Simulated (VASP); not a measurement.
# MgS in VASP: notebook, part 2 of 3

VASP 6.6.1. The steps go on from the part before.

### Step 4. Single point, PBE

Input file INCAR:

```
PREC = Accurate ; ENCUT = 520
EDIFF = 1E-6 ; ISMEAR = 0
SIGMA = 0.02 ; LREAL = F
LASPH = T ; NELM = 100
ALGO = Normal ; ISIF = 2
LWAVE = F ; LCHARG = T
GGA = PE ; LELF = T
LVHAR = T ; NBANDS = 11
```

Input file KPOINTS:

```
Automatic mesh
0
Gamma
  12 12 8
```

Input file POSCAR:

```
MgS
1.0
    3.6111460821      0.0000000000      0.0000000000
   -1.8055730411      3.1273442439      0.0000000000
    0.0000000000      0.0000000000      3.3048474020
Mg S
1 1
Direct
    0.3333333333      0.6666666667      0.5000000000
    0.0000000000      0.0000000000      0.0000000000
```

Potentials or basis: VASP PAW PBE potentials, release 64 (Mg, S).

Command:

```console
cat potpaw_PBE.64/Mg/POTCAR potpaw_PBE.64/S/POTCAR > POTCAR
mpirun -np 1 vasp_std > vasp.out
```

OUTCAR:

```text
PREC = Accurate
   ENCUT = 520
   EDIFF = 1E-6
   ISMEAR = 0
   LREAL = F
   LASPH = T
   NELM = 100
   ISIF = 2
   GGA = PE

 ion  position               nearest neighbor table
   1  0.333  0.667  0.500-   2 2.66   2 2.66   2 2.66   2 2.66   2 2.66   2 2.66
   2  0.000  0.000  0.000-   1 2.66   1 2.66   1 2.66   1 2.66   1 2.66   1 2.66

  LATTYP: Found a hexagonal cell.
 ALAT       =     3.6111460821
 C/A-ratio  =     0.9151796485

  Lattice vectors:

 A1 = (   3.6111460821,   0.0000000000,   0.0000000000)
 A2 = (  -1.8055730411,   3.1273442439,   0.0000000000)
 A3 = (   0.0000000000,   0.0000000000,   3.3048474020)

Analysis of symmetry for initial positions (statically):
=====================================================================
 Subroutine PRICEL returns:
 Original cell was already a primitive cell.

 Routine SETGRP: Setting up the symmetry group for a
 hexagonal supercell.

 Subroutine GETGRP returns: Found 12 space group operations
 (whereof 12 operations were pure point group operations)
 out of a pool of 24 trial point group operations.

The static configuration has the point symmetry D_3h.

Analysis of symmetry for dynamics (positions and initial velocities):
=====================================================================
 Subroutine PRICEL returns:
 Original cell was already a primitive cell.

 Routine SETGRP: Setting up the symmetry group for a
 hexagonal supercell.

 Subroutine GETGRP returns: Found 12 space group operations
 (whereof 12 operations were pure point group operations)
 out of a pool of 24 trial point group operations.

The dynamic configuration has the point symmetry D_3h.

 Subroutine INISYM returns: Found 12 space group operations
 (whereof 12 operations are pure point group operations),
 and found     1 'primitive' translations

----------------------------------------------------------------------------------------

                                     Primitive cell

[... 112 lines left out ...]
  Fermi-wavevector in a.u.,A,eV,Ry     =   0.979747  1.851454 13.060299  0.959905
  Thomas-Fermi vector in A             =   2.110624
   LORBIT       =      0    0 simple, 1 ext, 2 COOP (PROOUT), +10 PAW based schemes
   GGA     = PE    functional components
   LHFCALC =     F    Hartree Fock is set to
   AEXX    =    0.0000 exact exchange contribution
   IVDW    =     0    specifies the selected vdW correction
   LEPSILON=     F    determine dielectric tensor
   LRPA    =     F    only Hartree local field effects (RPA)
 non-spin polarized calculation
 Gauss-broadening in eV      SIGMA  =   0.02
  energy-cutoff  :      520.00
  volume of cell :       37.32
 maximum number of plane-waves:      1032
 NGX is ok and might be reduce to    28
   NGX = 13   NGY = 13   NGZ = 13

 number of electron       7.9999999 magnetization

 Free energy of the ion-electron system (eV)
  ---------------------------------------------------
  ext. energy  EPLUGINS =         0.00000000
  ---------------------------------------------------
  free energy    TOTEN  =        -8.00217616 eV

  energy without entropy =       -8.00217616  energy(sigma->0) =       -8.00217616

 E-fermi :   4.1581     XC(G=0):  -9.4164

 val. band max:        3.9893990687   @ k =   0.3333   0.3333   0.0000
 cond. band min:       5.1238512233   @ k =   0.5000   0.0000   0.5000
 fundamental gap:      1.1344521546
 Fermi energy:         4.1581412918

 k-point     1 :       0.0000    0.0000    0.0000
  band No.  band energies     occupation
      1      -9.0871      2.00000
      2       3.1737      2.00000
      3       3.1737      2.00000
      4       3.2294      2.00000
      5       6.0124      0.00000
      6       9.3537      0.00000
      7      11.0262      0.00000
      8      11.0262      0.00000
      9      15.0854      0.00000
     10      17.8059      0.00000
     11      17.8483      0.00000
[... 309 lines left out ...]
 k-point    24 :       0.3333    0.0000    0.1250
  band No.  band energies     occupation
      1      -8.2230      2.00000
      2      -0.2434      2.00000
      3       2.5090      2.00000
      4       2.7500      2.00000
      5       7.6587      0.00000
      6       9.7594      0.00000
      7      11.8319      0.00000
      8      13.5919      0.00000
      9      13.7957      0.00000
     10      15.5502      0.00000
     11      17.4809      0.00000

 [... further k-points ...]
[... 5 lines left out ...]
  --------------------------------------------------------------------------------------
  -------------------------------------------------------------------------------------
  Total       -0.0635235     -0.0635235     -0.0676156      0.0000000      0.0000000     -0.0000000
  in kB       -2.7269234     -2.7269234     -2.9025866      0.0000000      0.0000000     -0.0000000
  external PRESSURE =      -2.7854778 kB  Pullay stress =       0.0000000 kB

 VOLUME and BASIS-vectors are now :
 -----------------------------------------------------------------------------
  energy-cutoff  :      520.00
  volume of cell :       37.32
      direct lattice vectors                 reciprocal lattice vectors
     3.611146082  0.000000000  0.000000000     0.276920395  0.159880065  0.000000000
    -1.805573041  3.127344244  0.000000000     0.000000000  0.319760129  0.000000000
     0.000000000  0.000000000  3.304847402     0.000000000  0.000000000  0.302585832

 POSITION                                       TOTAL-FORCE (eV/Angst)
 -----------------------------------------------------------------------------------
     -0.00000      2.08490      1.65242         0.000000     -0.000000      0.000000
      0.00000      0.00000      0.00000         0.000000      0.000000      0.000000
 -----------------------------------------------------------------------------------
    total drift:                               -0.000000      0.000000      0.000000

  FREE ENERGIE OF THE ION-ELECTRON SYSTEM (eV)
  ---------------------------------------------------
  free  energy   TOTEN  =        -8.0021761586 eV

  energy  without entropy=       -8.0021761586  energy(sigma->0) =       -8.00217616
```

OSZICAR:

```text
N       E                     dE             d eps       ncg     rms          rms(c)
DAV:   1     0.150871063590E+02    0.15087E+02   -0.32257E+03  2090   0.578E+02
DAV:   2    -0.726962403227E+01   -0.22357E+02   -0.20767E+02  2637   0.899E+01
DAV:   3    -0.854870875238E+01   -0.12791E+01   -0.12763E+01  2625   0.198E+01
DAV:   4    -0.855550499830E+01   -0.67962E-02   -0.67954E-02  2465   0.181E+00
DAV:   5    -0.855556163107E+01   -0.56633E-04   -0.56632E-04  2658   0.169E-01    0.467E+00
DAV:   6    -0.806460954750E+01    0.49095E+00   -0.10015E+00  2288   0.388E+00    0.353E+00
DAV:   7    -0.800459779457E+01    0.60012E-01   -0.28118E-01  2543   0.223E+00    0.238E+00
DAV:   8    -0.800306859647E+01    0.15292E-02   -0.22083E-02  2273   0.854E-01    0.122E+00
DAV:   9    -0.800213200215E+01    0.93659E-03   -0.20483E-03  2405   0.236E-01    0.416E-01
DAV:  10    -0.800216260727E+01   -0.30605E-04   -0.28518E-04  2447   0.829E-02    0.399E-02
DAV:  11    -0.800217650311E+01   -0.13896E-04   -0.16885E-05  2414   0.220E-02    0.435E-02
DAV:  12    -0.800217615863E+01    0.34448E-06   -0.16387E-06  2424   0.597E-03
   1 F= -.80021762E+01 E0= -.80021762E+01  d E =-.238148E-35
```

Run time: 21 s. Hardware: 1 thread of AMD EPYC 9R45 (Zen 5), shared host; peak memory 0.15 GiB.

Results:

```yaml
Free_energy: -8.0022 eV
Pressure: -0.3 GPa
Band_gap_on_the_k_mesh: 1.13 eV, indirect (least direct gap 2.11 eV)
```

(Continued in part 3 of 3.)
